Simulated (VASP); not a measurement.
# HfN (I4/mmm) in VASP: notebook

Runs on HfN. Level: PBEsol. Tasks: single point.

Program: VASP 6.6.1. These are calculated values, not measurements. Logs are shortened: lines on timing, memory, paths and dates and some standing lists are left out, and cuts for length are marked.

## (1) The cell of the first run

The structure is tetragonal, space group I4/mmm (No. 139). The conventional cell has a = 3.263 Å, b = 3.263 Å, c = 4.502 Å, α = 90.00°, β = 90.00°, γ = 90.00°. Within 3.0 Å of Hf (site symmetry 4/mmm) lie 6 N at 2.25 to 2.31 Å. Within 3.0 Å of N (site symmetry 4/mmm) lie 6 Hf at 2.25 to 2.31 Å.

## (2) Single point, PBEsol (strain +0.025 along x and y, +0.000 along z)

INCAR

```
SYSTEM = HfN
PREC = Accurate ; ENCUT = 600
EDIFF = 1E-6 ; ISMEAR = 0
SIGMA = 0.15 ; LREAL = .False.
LASPH = .True. ; NELM = 120
ALGO = Normal ; ISIF = 2
LWAVE = .False. ; LCHARG = .False.
GGA = PS ; NBANDS = 14
GGA_COMPAT = .False.
```

KPOINTS

```
Automatic mesh
0
Gamma
  22 22 22
  0 0 0
```

POSCAR

```
HfN
1.0
    0.0000000000      2.3070451518      2.2507757579
    2.3070451518      0.0000000000      2.2507757579
    2.3070451518      2.3070451518      0.0000000000
Hf N
1 1
Direct
    0.0000000000      0.0000000000      0.0000000000
    0.5000000000      0.5000000000      0.5000000000
```

Potentials or basis: VASP PAW PBE potentials, release 64 (Hf_pv, N).

Run with:

```console
cat potpaw_PBE.64/Hf_pv/POTCAR potpaw_PBE.64/N/POTCAR > POTCAR
mpirun -np 1 vasp_std > vasp.out
```

OUTCAR:

```text
SYSTEM = HfN
   PREC = Accurate
   ENCUT = 600
   EDIFF = 1E-6
   ISMEAR = 0
   LREAL = .False.
   LASPH = .True.
   NELM = 120
   ISIF = 2
   GGA = PS

 ion  position               nearest neighbor table
   1  0.000  0.000  0.000-   2 2.25   2 2.25   2 2.31   2 2.31   2 2.31   2 2.31
   2  0.500  0.500  0.500-   1 2.25   1 2.25   1 2.31   1 2.31   1 2.31   1 2.31

  LATTYP: Found a body centered tetragonal cell.
 ALAT       =     3.2626545427
 C/A-ratio  =     1.3797205487

  Lattice vectors:

 A1 = (   0.0000000000,  -2.3070451518,  -2.2507757579)
 A2 = (   0.0000000000,   2.3070451518,  -2.2507757579)
 A3 = (   2.3070451518,   0.0000000000,   2.2507757579)

Analysis of symmetry for initial positions (statically):
=====================================================================
 Subroutine PRICEL returns:
 Original cell was already a primitive cell.

 Routine SETGRP: Setting up the symmetry group for a
 body centered tetragonal supercell.

 Subroutine GETGRP returns: Found 16 space group operations
 (whereof 16 operations were pure point group operations)
 out of a pool of 16 trial point group operations.

The static configuration has the point symmetry D_4h.

Analysis of symmetry for dynamics (positions and initial velocities):
=====================================================================
 Subroutine PRICEL returns:
 Original cell was already a primitive cell.

 Routine SETGRP: Setting up the symmetry group for a
 body centered tetragonal supercell.

 Subroutine GETGRP returns: Found 16 space group operations
 (whereof 16 operations were pure point group operations)
 out of a pool of 16 trial point group operations.

The dynamic configuration has the point symmetry D_4h.

 Subroutine INISYM returns: Found 16 space group operations
 (whereof 16 operations are pure point group operations),
 and found     1 'primitive' translations

----------------------------------------------------------------------------------------

                                     Primitive cell

  volume of cell :      23.9593

  direct lattice vectors                    reciprocal lattice vectors
     0.000000000  2.307045152  2.250775758    -0.216727444  0.216727444  0.222145631
     2.307045152  0.000000000  2.250775758     0.216727444 -0.216727444  0.222145631
     2.307045152  2.307045152  0.000000000     0.216727444  0.216727444 -0.222145631

  length of vectors
     3.223111671  3.223111671  3.262654543     0.378536988  0.378536988  0.378536988

  position of ions in fractional coordinates (direct lattice)
     0.000000000  0.000000000  0.000000000
     0.500000000  0.500000000  0.500000000

  ion indices of the primitive-cell ions
[... 90 lines left out ...]
   ISMEAR =     0;   SIGMA  =   0.15  broadening in eV -4-tet -1-fermi 0-gaus
   EFERMI_NEDOS =   21; number of points for ismear=-14 and -15
   IALGO  =     38    algorithm
   IMIX   =      4    mixing-type and parameters
     AMIX     =   0.40;   BMIX     =  1.00
     AMIX_MAG =   1.60;   BMIX_MAG =  1.00
  volume/ion in A,a.u.               =      11.98        80.84
  Fermi-wavevector in a.u.,A,eV,Ry     =   1.400491  2.646545 26.686143  1.961376
  Thomas-Fermi vector in A             =   2.523447
   LORBIT       =      0    0 simple, 1 ext, 2 COOP (PROOUT), +10 PAW based schemes
   GGA     = PS    functional components
   LHFCALC =     F    Hartree Fock is set to
   AEXX    =    0.0000 exact exchange contribution
   IVDW    =     0    specifies the selected vdW correction
   LEPSILON=     F    determine dielectric tensor
   LRPA    =     F    only Hartree local field effects (RPA)
 non-spin polarized calculation
 Gauss-broadening in eV      SIGMA  =   0.15
  energy-cutoff  :      600.00
  volume of cell :       23.96
 maximum number of plane-waves:       829
 NGX is ok and might be reduce to    28
   NGX = 13   NGY = 13   NGZ = 13

 number of electron      15.0000000 magnetization

 Free energy of the ion-electron system (eV)
  ---------------------------------------------------
  ext. energy  EPLUGINS =         0.00000000
  ---------------------------------------------------
  free energy    TOTEN  =       -22.92339757 eV

  energy without entropy =      -22.91630731  energy(sigma->0) =      -22.91985244

 E-fermi :   7.8575     XC(G=0): -12.6928

 val. band max:        7.8563610190   @ k =   0.3182   0.0909   0.0000
 cond. band min:       7.8575414358   @ k =  -0.0909   0.0000   0.0455
 fundamental gap:      0.0011804168
 Fermi energy:         7.8574717436

 k-point     1 :       0.0000    0.0000    0.0000
  band No.  band energies     occupation
      1     -23.3573      2.00000
      2     -23.3573      2.00000
      3     -23.3299      2.00000
      4      -9.3529      2.00000
      5       4.8850      2.00000
      6       4.8850      2.00000
      7       4.9961      2.00000
      8       7.4267      1.99995
      9       7.4267      1.99995
     10       7.6896      1.88643
     11       9.0721      0.00000
     12       9.5347      0.00000
     13      10.1417      0.00000
     14      17.3133      0.00000
[... 377 lines left out ...]
      1     -24.1730      2.00000
      2     -23.4506      2.00000
      3     -23.4157      2.00000
      4      -6.8495      2.00000
      5      -0.7169      2.00000
      6       1.8886      2.00000
      7       1.9463      2.00000
      8      10.7042      0.00000
      9      11.0662      0.00000
     10      11.3240      0.00000
     11      12.5895      0.00000
     12      15.9841      0.00000
     13      16.2811      0.00000
     14      19.0948      0.00000

 [... further k-points ...]

------------------------ aborting loop because EDIFF is reached ----------------------------------------

  FORCE on cell =-STRESS in cart. coord.  units (eV):
  Direction    XX          YY          ZZ          XY          YZ          ZX
  --------------------------------------------------------------------------------------
  -------------------------------------------------------------------------------------
  Total       -2.6817307     -2.6817307     -1.1186116      0.0000000      0.0000000      0.0000000
  in kB     -179.3293355   -179.3293355    -74.8023941      0.0000000      0.0000000      0.0000000
  external PRESSURE =    -144.4870217 kB  Pullay stress =       0.0000000 kB

 VOLUME and BASIS-vectors are now :
 -----------------------------------------------------------------------------
  energy-cutoff  :      600.00
  volume of cell :       23.96
      direct lattice vectors                 reciprocal lattice vectors
     0.000000000  2.307045152  2.250775758    -0.216727444  0.216727444  0.222145631
     2.307045152  0.000000000  2.250775758     0.216727444 -0.216727444  0.222145631
     2.307045152  2.307045152  0.000000000     0.216727444  0.216727444 -0.222145631

 POSITION                                       TOTAL-FORCE (eV/Angst)
 -----------------------------------------------------------------------------------
      0.00000      0.00000      0.00000         0.000000     -0.000000      0.000000
      2.30705      2.30705      2.25078         0.000000      0.000000      0.000000
 -----------------------------------------------------------------------------------
    total drift:                                0.000000      0.000000      0.000000

  FREE ENERGIE OF THE ION-ELECTRON SYSTEM (eV)
  ---------------------------------------------------
  free  energy   TOTEN  =       -22.9233975668 eV

  energy  without entropy=      -22.9163073067  energy(sigma->0) =      -22.91985244
```

Run time: 2.4 min. Hardware: 1 thread of Intel Xeon 6975P-C (Granite Rapids), shared host; peak memory 0.47 GiB.

Results:

| Quantity | Value |
| --- | --- |
| Free energy | -22.9234 eV |
| Pressure | -14.4 GPa |

Levels at points of the mesh, in eV from the Fermi level:
```csv
k point,band 6,band 7,band 8,band 9,band 10,band 11
"(0.00, 0.00, 0.00)",-2.97,-2.86,-0.43,-0.43,-0.17,1.21
"(0.50, 0.00, 0.00)",-5.99,-5.98,3.11,3.46,3.62,4.20
"(0.50, 0.50, 0.00)",-3.71,-3.71,-3.71,3.90,5.15,5.26
"(0.50, 0.00, 0.50)",-3.64,-3.64,-3.54,3.81,5.09,5.27
```

Caveat: the cell differs from its parent crystal (strain +0.025 along x and y, +0.000 along z); the PAW data sets were made with another functional, which shifts forces and pressure a little; spin-orbit coupling is left out, which moves the levels of the heavy elements.

## (3) Single point, PBEsol (strain -0.025 along x and y, +0.000 along z)

INCAR

```
SYSTEM = HfN
PREC = Accurate
ENCUT = 600
EDIFF = 1E-6
ISMEAR = 0
SIGMA = 0.15
LREAL = .FALSE.
LASPH = .TRUE.
NELM = 120
ALGO = Normal
ISIF = 2
LWAVE = .FALSE.
LCHARG = .FALSE.
GGA = PS
NBANDS = 14
GGA_COMPAT = .FALSE.
```

KPOINTS

```
regular mesh
0
G
  22 22 22
  0 0 0
```

POSCAR

```
HfN
1.0
    0.0000000000      2.1945063640      2.2507757579
    2.1945063640      0.0000000000      2.2507757579
    2.1945063640      2.1945063640      0.0000000000
Hf N
1 1
Direct
    0.0000000000      0.0000000000      0.0000000000
    0.5000000000      0.5000000000      0.5000000000
```

Potentials or basis: VASP PAW PBE potentials, release 64 (Hf_pv, N).

Run with:

```console
cat potpaw_PBE.64/Hf_pv/POTCAR potpaw_PBE.64/N/POTCAR > POTCAR
mpirun -np 1 vasp_std > vasp.out
```

Run time: 3.7 min. Hardware: 1 thread of Intel Xeon Platinum 8488C (Sapphire Rapids), shared host; peak memory 0.44 GiB.

The run converged. Its results:

```yaml
Free_energy: -22.9401 eV
Pressure: 14.2 GPa
```

Stress tensor (GPa, compression positive):
```
19.53  0.00  0.00
 0.00 19.53  0.00
 0.00  0.00  3.47
```

Levels at points of the mesh, in eV from the Fermi level:
```
           k point  band 4  band 5  band 6  band 7  band 8  band 9  band 10  band 11  band 12  band 13
(0.00, 0.00, 0.00)  -17.81   -3.15   -3.00   -3.00   -0.61   -0.30    -0.30     1.59     2.30     2.74
(0.50, 0.00, 0.00)  -14.64   -9.27   -6.52   -6.49    3.58    3.95     4.15     4.73     9.26     9.97
(0.50, 0.50, 0.00)  -16.70   -5.55   -4.08   -3.59   -3.59    4.43     6.03     6.03     6.39     8.60
(0.50, 0.00, 0.50)  -16.68   -5.25   -4.15   -3.79   -3.64    4.36     5.83     6.24     6.45     8.88
```

Caveat: the cell differs from its parent crystal (strain -0.025 along x and y, +0.000 along z); the PAW data sets were made with another functional, which shifts forces and pressure a little; spin-orbit coupling is left out, which moves the levels of the heavy elements.

## (4) Single point, PBEsol (strain +0.000 along x and y, -0.025 along z)

INCAR

```
PREC = Accurate ; ENCUT = 600
EDIFF = 1E-6 ; ISMEAR = 0
SIGMA = 0.15 ; LREAL = F
LASPH = T ; NELM = 120
ALGO = Normal ; ISIF = 2
LWAVE = F ; LCHARG = T
GGA = PS ; LELF = T
LVHAR = T ; NBANDS = 14
GGA_COMPAT = F
```

KPOINTS

```
regular mesh
0
Gamma
  22 22 22
```

POSCAR

```
HfN
1.0
    0.0000000000      2.2507757579      2.1945063640
    2.2507757579      0.0000000000      2.1945063640
    2.2507757579      2.2507757579      0.0000000000
Hf N
1 1
Direct
    0.0000000000      0.0000000000      0.0000000000
    0.5000000000      0.5000000000      0.5000000000
```

Run with:

```console
cat potpaw_PBE.64/Hf_pv/POTCAR potpaw_PBE.64/N/POTCAR > POTCAR
mpirun -np 1 vasp_std > vasp.out
```

Run time: 4.1 min. Hardware: 1 thread of Intel Xeon Platinum 8488C (Sapphire Rapids), shared host; peak memory 0.44 GiB.

It converged, with:

* Free energy: -22.9742 eV
* Pressure: 5.7 GPa

Stress tensor (GPa, compression positive):
```
 0.57  0.00  0.00
 0.00  0.57  0.00
 0.00  0.00 16.06
```

Levels at points of the mesh, in eV from the Fermi level:
```csv
k point,band 6,band 7,band 8,band 9,band 10,band 11
"(0.00, 0.00, 0.00)",-3.08,-2.93,-0.49,-0.49,-0.19,1.70
"(0.50, 0.00, 0.00)",-6.38,-6.36,3.45,3.83,4.01,4.59
"(0.50, 0.50, 0.00)",-4.06,-3.76,-3.76,4.30,5.83,5.83
"(0.50, 0.00, 0.50)",-3.98,-3.70,-3.55,4.21,5.65,6.01
```

Caveat: the cell differs from its parent crystal (strain +0.000 along x and y, -0.025 along z); the PAW data sets were made with another functional, which shifts forces and pressure a little; spin-orbit coupling is left out, which moves the levels of the heavy elements.

## (5) Single point, PBEsol (strain -0.025 along x and y, +0.050 along z)

INCAR

```
  PREC = Accurate
  ENCUT = 600
  EDIFF = 1E-6
  ISMEAR = 0
  SIGMA = 0.15
  LREAL = False
  LASPH = True
  NELM = 120
  ALGO = Normal
  ISIF = 2
  LWAVE = False
  LCHARG = True
  GGA = PS
  LELF = True
  LVHAR = True
  NBANDS = 14
  GGA_COMPAT = False
```

KPOINTS is that of step 4.

POSCAR

```
HfN
1.0
    0.0000000000      2.1945063640      2.3633145458
    2.1945063640      0.0000000000      2.3633145458
    2.1945063640      2.1945063640      0.0000000000
Hf N
1 1
Direct
    0.0000000000      0.0000000000      0.0000000000
    0.5000000000      0.5000000000      0.5000000000
```

Potentials or basis: VASP PAW PBE potentials, release 64 (Hf_pv, N).

Run with:

```console
cat potpaw_PBE.64/Hf_pv/POTCAR potpaw_PBE.64/N/POTCAR > POTCAR
mpirun -np 1 vasp_std > vasp.out
```

OUTCAR:

```text
PREC = Accurate
   ENCUT = 600
   EDIFF = 1E-6
   ISMEAR = 0
   LREAL = False
   LASPH = True
   NELM = 120
   ISIF = 2
   GGA = PS

 ion  position               nearest neighbor table
   1  0.000  0.000  0.000-   2 2.19   2 2.19   2 2.19   2 2.19   2 2.36   2 2.36
   2  0.500  0.500  0.500-   1 2.19   1 2.19   1 2.19   1 2.19   1 2.36   1 2.36

  LATTYP: Found a body centered tetragonal cell.
 ALAT       =     3.1035006627
 C/A-ratio  =     1.5229992210

  Lattice vectors:

 A1 = (  -2.1945063640,   0.0000000000,   2.3633145458)
 A2 = (   2.1945063640,   0.0000000000,   2.3633145458)
 A3 = (   0.0000000000,   2.1945063640,  -2.3633145458)

Analysis of symmetry for initial positions (statically):
=====================================================================
 Subroutine PRICEL returns:
 Original cell was already a primitive cell.

 Routine SETGRP: Setting up the symmetry group for a
 body centered tetragonal supercell.

 Subroutine GETGRP returns: Found 16 space group operations
 (whereof 16 operations were pure point group operations)
 out of a pool of 16 trial point group operations.

The static configuration has the point symmetry D_4h.
[... 176 lines left out ...]
      6       5.4391      2.00000
      7       5.4391      2.00000
      8       7.3935      2.00000
      9       8.2607      1.53162
     10       8.2607      1.53162
     11       8.6603      0.00234
     12      10.8523      0.00000
     13      11.4400      0.00000
     14      17.9422      0.00000
[... 377 lines left out ...]
      1     -23.6927      2.00000
      2     -22.8707      2.00000
      3     -22.6795      2.00000
      4      -6.3484      2.00000
      5      -0.5874      2.00000
      6       2.0181      2.00000
      7       2.0752      2.00000
      8      11.3955      0.00000
      9      11.8276      0.00000
     10      12.2519      0.00000
     11      13.1591      0.00000
     12      15.9901      0.00000
     13      18.2793      0.00000
     14      20.5467      0.00000

 [... further k-points ...]

------------------------ aborting loop because EDIFF is reached ----------------------------------------

  FORCE on cell =-STRESS in cart. coord.  units (eV):
  Direction    XX          YY          ZZ          XY          YZ          ZX
  --------------------------------------------------------------------------------------
  -------------------------------------------------------------------------------------
  Total        1.9245453      1.9245453     -3.0839772      0.0000000      0.0000000      0.0000000
  in kB      135.4607625    135.4607625   -217.0683587      0.0000000      0.0000000      0.0000000
  external PRESSURE =      17.9510554 kB  Pullay stress =       0.0000000 kB

 VOLUME and BASIS-vectors are now :
 -----------------------------------------------------------------------------
  energy-cutoff  :      600.00
  volume of cell :       22.76
      direct lattice vectors                 reciprocal lattice vectors
     0.000000000  2.194506364  2.363314546    -0.227841672  0.227841672  0.211567267
     2.194506364  0.000000000  2.363314546     0.227841672 -0.227841672  0.211567267
     2.194506364  2.194506364  0.000000000     0.227841672  0.227841672 -0.211567267

 POSITION                                       TOTAL-FORCE (eV/Angst)
 -----------------------------------------------------------------------------------
      0.00000      0.00000      0.00000         0.000000     -0.000000     -0.000000
      2.19451      2.19451      2.36331         0.000000      0.000000      0.000000
 -----------------------------------------------------------------------------------
    total drift:                                0.000000      0.000000      0.000000

  FREE ENERGIE OF THE ION-ELECTRON SYSTEM (eV)
  ---------------------------------------------------
  free  energy   TOTEN  =       -22.8711518193 eV

  energy  without entropy=      -22.8643221402  energy(sigma->0) =      -22.86773698
```

stdout:

```text
POSCAR found type information on POSCAR HfN
 POSCAR found :  2 types and       2 ions
 scaLAPACK will be used
 -----------------------------------------------------------------------------
|                                                                             |
|                                                                             |
|     You enforced a specific xc type in the INCAR file but a different       |
|     I HOPE YOU KNOW WHAT YOU ARE DOING!                                     |
|                                                                             |
 -----------------------------------------------------------------------------

 LDA part: xc-table for (Slater+PW92), standard interpolation
 POSCAR, INCAR and KPOINTS ok, starting setup
 FFT: planning ... GRIDC
 FFT: planning ... GRID_SOFT
 FFT: planning ... GRID
 WAVECAR not read
 entering main loop
```

Run time: 3.4 min. Hardware: 1 thread of Intel Xeon Platinum 8488C (Sapphire Rapids), shared host; peak memory 0.44 GiB.

Results:

* Free energy: -22.8712 eV
* Pressure: 1.8 GPa

Stress tensor (GPa, compression positive):
```
 13.55   0.00   0.00
  0.00  13.55   0.00
  0.00   0.00 -21.71
```

Caveat: the cell differs from its parent crystal (strain -0.025 along x and y, +0.050 along z); the PAW data sets were made with another functional, which shifts forces and pressure a little; spin-orbit coupling is left out, which moves the levels of the heavy elements.

## (6) The runs side by side

| cell | gap on the mesh (eV) | pressure (GPa) |
| --- | --- | --- |
| a = 3.223, b = 3.223, c = 3.263 Å, angles 59.6, 59.6, 60.8°, 2 atoms | none | -14.4 |
| a = 3.144, b = 3.144, c = 3.104 Å, angles 60.4, 60.4, 59.2°, 2 atoms | none | 14.2 |
| a = 3.144, b = 3.144, c = 3.183 Å, angles 59.6, 59.6, 60.8°, 2 atoms | none | 5.7 |
| a = 3.225, b = 3.225, c = 3.104 Å, angles 61.2, 61.2, 57.5°, 2 atoms | none | 1.8 |

Alike in all rows: task single point; level PBEsol; potentials or basis VASP PAW PBE potentials, release 64 (Hf_pv, N); no spin polarisation; k mesh 22 × 22 × 22; cutoff (eV) 600; smearing gaussian 0.15 eV.

Caveats: the PAW data sets were made with another functional, which shifts forces and pressure a little; spin-orbit coupling is left out, which moves the levels of the heavy elements.

Absolute energies hang on the potentials; compare differences alone.
